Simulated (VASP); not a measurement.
# Si (Fd-3m) in VASP: notebook, part 2 of 2

VASP 6.6.1. Earlier steps stand in the parts before.

## (5) Relaxation of cell and atoms, PBE+D3(BJ)

File INCAR:

```
ALGO = Normal
EDIFF = 1E-7
EDIFFG = -0.002
ENCUT = 500
GGA = PE
GGA_COMPAT = F
IBRION = 2
ISIF = 3
ISMEAR = 0
IVDW = 12
LASPH = T
LCHARG = F
LREAL = F
LWAVE = F
NELM = 120
NELMIN = 4
NSW = 100
PREC = Accurate
SIGMA = 0.02
```

File KPOINTS:

```
k-points
0
Gamma
  12 12 12
```

File POSCAR:

```
Si
1.0
    0.0000000000      2.7105460470      2.7105460470
    2.7105460470      0.0000000000      2.7105460470
    2.7105460470      2.7105460470      0.0000000000
Si
2
Direct
    0.0000000000      0.0000000000      0.0000000000
    0.2500000000      0.2500000000      0.2500000000
```

Potentials or basis: VASP PAW PBE potentials, release 64 (Si).

On the command line:

```console
$ cat potpaw_PBE.64/Si/POTCAR > POTCAR
$ mpirun -np 1 vasp_std > vasp.out
```

OUTCAR:

```text
EDIFF = 1E-7
   EDIFFG = -0.002
   ENCUT = 500
   GGA = PE
   IBRION = 2
   ISIF = 3
   ISMEAR = 0
   IVDW = 12
   LASPH = T
   LREAL = F
   NELM = 120
   NELMIN = 4
   NSW = 100
   PREC = Accurate
 IVDW          = 12

 ion  position               nearest neighbor table
   1  0.000  0.000  0.000-   2 2.35   2 2.35   2 2.35   2 2.35
   2  0.250  0.250  0.250-   1 2.35   1 2.35   1 2.35   1 2.35

  LATTYP: Found a face centered cubic cell.
 ALAT       =     5.4210920940

  Lattice vectors:

 A1 = (   0.0000000000,   2.7105460470,   2.7105460470)
 A2 = (   2.7105460470,   0.0000000000,   2.7105460470)
 A3 = (   2.7105460470,   2.7105460470,   0.0000000000)

Analysis of symmetry for initial positions (statically):
=====================================================================
 Subroutine PRICEL returns:
 Original cell was already a primitive cell.

 Routine SETGRP: Setting up the symmetry group for a
 face centered cubic supercell.

 Subroutine GETGRP returns: Found 48 space group operations
 (whereof 24 operations were pure point group operations)
 out of a pool of 48 trial point group operations.

The static configuration has the point symmetry T_d .
 The point group associated with its full space group is O_h .

Analysis of symmetry for dynamics (positions and initial velocities):
=====================================================================
 Subroutine PRICEL returns:
 Original cell was already a primitive cell.

 Routine SETGRP: Setting up the symmetry group for a
 face centered cubic supercell.

 Subroutine GETGRP returns: Found 48 space group operations
 (whereof 24 operations were pure point group operations)
 out of a pool of 48 trial point group operations.

The dynamic configuration has the point symmetry T_d .
 The point group associated with its full space group is O_h .

 Subroutine INISYM returns: Found 48 space group operations
 (whereof 24 operations are pure point group operations),
 and found     1 'primitive' translations

----------------------------------------------------------------------------------------

                                     Primitive cell
[... 101 lines left out ...]
   PSTRESS=    0.0 pullay stress
   NELECT =       8.0000    total number of electrons
   NUPDOWN=      -1.0000    fix difference up-down
   EMIN   =  10.00;   EMAX   =-10.00  energy-range for DOS
   EFERMI =   0.00;   METHOD = LEGACY
   ISMEAR =     0;   SIGMA  =   0.02  broadening in eV -4-tet -1-fermi 0-gaus
   EFERMI_NEDOS =   21; number of points for ismear=-14 and -15
   IALGO  =     38    algorithm
   IMIX   =      4    mixing-type and parameters
     AMIX     =   0.40;   BMIX     =  1.00
     AMIX_MAG =   1.60;   BMIX_MAG =  1.00
  volume/ion in A,a.u.               =      19.91       134.39
  Fermi-wavevector in a.u.,A,eV,Ry     =   0.958749  1.811772 12.506458  0.919199
  Thomas-Fermi vector in A             =   2.087883
   LORBIT       =      0    0 simple, 1 ext, 2 COOP (PROOUT), +10 PAW based schemes
   GGA     = PE    functional components
   LHFCALC =     F    Hartree Fock is set to
   AEXX    =    0.0000 exact exchange contribution
   IVDW    =    12    specifies the selected vdW correction
   LEPSILON=     F    determine dielectric tensor
   LRPA    =     F    only Hartree local field effects (RPA)
 conjugate gradient relaxation of ions
 non-spin polarized calculation
 Gauss-broadening in eV      SIGMA  =   0.02
  energy-cutoff  :      500.00
  volume of cell :       39.83
 maximum number of plane-waves:      1036
   NGX = 13   NGY = 13   NGZ = 13

--------------------------------------- Ionic step        1  -------------------------------------------

 number of electron       8.0000001 magnetization

 Free energy of the ion-electron system (eV)
  ---------------------------------------------------
  ext. energy  EPLUGINS =         0.00000000
  ---------------------------------------------------
  free energy    TOTEN  =       -10.84177969 eV

  energy without entropy =      -10.84177969  energy(sigma->0) =      -10.84177969

------------------------ aborting loop because EDIFF is reached ----------------------------------------

 Edisp (eV)   -0.63163

 E8    (eV) :    -0.2619
[... 71 lines left out ...]
--------------------------------------- Ionic step        3  -------------------------------------------

 number of electron       8.0000001 magnetization

 Free energy of the ion-electron system (eV)
  ---------------------------------------------------
  ext. energy  EPLUGINS =         0.00000000
  ---------------------------------------------------
  free energy    TOTEN  =       -10.84131384 eV

  energy without entropy =      -10.84131384  energy(sigma->0) =      -10.84131384

 E-fermi :   6.0310     XC(G=0):  -9.4329

 val. band max:        5.8872427666   @ k =   0.0000   0.0000   0.0000
 cond. band min:       6.4492464326   @ k =   0.4167   0.4167   0.0000
 fundamental gap:      0.5620036660
 Fermi energy:         6.0310141987

 k-point     1 :       0.0000    0.0000    0.0000
  band No.  band energies     occupation
      1      -6.1119      2.00000
      2       5.8872      2.00000
      3       5.8872      2.00000
      4       5.8872      2.00000
      5       8.4555      0.00000
      6       8.4555      0.00000
      7       8.4555      0.00000
      8       9.3313      0.00000
[... 243 lines left out ...]
 k-point    24 :      -0.4167    0.1667    0.0000
  band No.  band energies     occupation
      1      -3.4903      2.00000
      2      -0.8986      2.00000
      3       2.8856      2.00000
      4       4.2889      2.00000
      5       8.0790      0.00000
      6       9.9710      0.00000
      7      10.2872      0.00000
      8      13.8903      0.00000

 [... further k-points ...]

------------------------ aborting loop because EDIFF is reached ----------------------------------------

 Edisp (eV)   -0.63211

 E8    (eV) :    -0.2621
[... 25 lines left out ...]
  FREE ENERGIE OF THE ION-ELECTRON SYSTEM (eV)
  ---------------------------------------------------
  free  energy   TOTEN  =       -11.4734205385 eV

  energy  without entropy=      -11.4734205385  energy(sigma->0) =      -11.47342054

 reached required accuracy - stopping structural energy minimisation
```

OSZICAR:

```text
N       E                     dE             d eps       ncg     rms          rms(c)
DAV:   1     0.648313856326E+01    0.64831E+01   -0.31624E+03  1152   0.737E+02
DAV:   2    -0.107665835122E+02   -0.17250E+02   -0.16878E+02  1712   0.818E+01
DAV:   3    -0.110237186304E+02   -0.25714E+00   -0.25714E+00  1472   0.120E+01
[... 17 lines left out ...]
       N       E                     dE             d eps       ncg     rms          rms(c)
DAV:   1    -0.108413151523E+02   -0.25101E-03   -0.33118E-05  1368   0.331E-02    0.537E-03
DAV:   2    -0.108413144444E+02    0.70788E-06   -0.48944E-07  1560   0.492E-03    0.329E-03
DAV:   3    -0.108413138653E+02    0.57905E-06   -0.62615E-07  1376   0.404E-03    0.113E-03
DAV:   4    -0.108413138448E+02    0.20536E-07   -0.59448E-09   680   0.734E-04
   3 F= -.11473421E+02 E0= -.11473421E+02  d E =-.644395E-05
```

CONTCAR:

```text
Si
   1.00000000000000
     0.0000000000000000    2.7098668473162850    2.7098668473162850
     2.7098668473162850    0.0000000000000000    2.7098668473162850
     2.7098668473162850    2.7098668473162850    0.0000000000000000
  Si
     2
Direct
     0.0000000000000000    0.0000000000000000    0.0000000000000000
     0.2500000000000000    0.2500000000000000    0.2500000000000000

  0.00000000E+00  0.00000000E+00  0.00000000E+00
  0.00000000E+00  0.00000000E+00  0.00000000E+00
```

It took 51 s on 1 thread of Intel Xeon 8259CL, shared host; peak memory 0.17 GiB.

What came out:

```
Free energy                           : -11.4734 eV
Relaxed volume                        : 19.90 Å³/atom
Relaxed cell                          : a = 3.832 Å, b = 3.832 Å, c = 3.832 Å, α = 60.00°, β = 60.00°, γ = 60.00°
Space group after relaxing (to 0.1 Å) : Fd-3m (No. 227)
Energy gained by relaxing             : 0.0 meV/atom
Ionic steps                           : 3
Pressure after relaxing               : 0.0 GPa
Band gap on the k mesh                : 0.56 eV (least direct gap 2.57 eV)
Dispersion energy per atom            : -0.316 eV
```

Final structure:
```
CELL_PARAMETERS angstrom
0.00000 2.70987 2.70987
2.70987 0.00000 2.70987
2.70987 2.70987 0.00000
ATOMIC_POSITIONS crystal
Si 0.00000 0.00000 0.00000
Si 0.25000 0.25000 0.25000
```

## (6) The runs side by side

| task | cell | k mesh | gap on the mesh (eV) | pressure (GPa) |
| --- | --- | --- | --- | --- |
| single point | a = 3.833 Å, angles 60.0°, 2 atoms | 10 × 10 × 10 | 0.57 | -0.1 |
| single point | a = 3.833 Å, angles 60.0°, 2 atoms | 12 × 12 × 12 | 0.56 | -0.1 |
| relaxation of cell and atoms | relaxed from a = 3.833 Å, angles 60.0°, 2 atoms | 12 × 12 × 12 | 0.56 | 0.0 |

Alike in all rows: level PBE+D3(BJ); potentials or basis VASP PAW PBE potentials, release 64 (Si); no spin polarisation; cutoff (eV) 500; smearing gaussian 0.02 eV.

Total energies depend on the potentials used, so only differences within one code and one set of settings carry meaning.
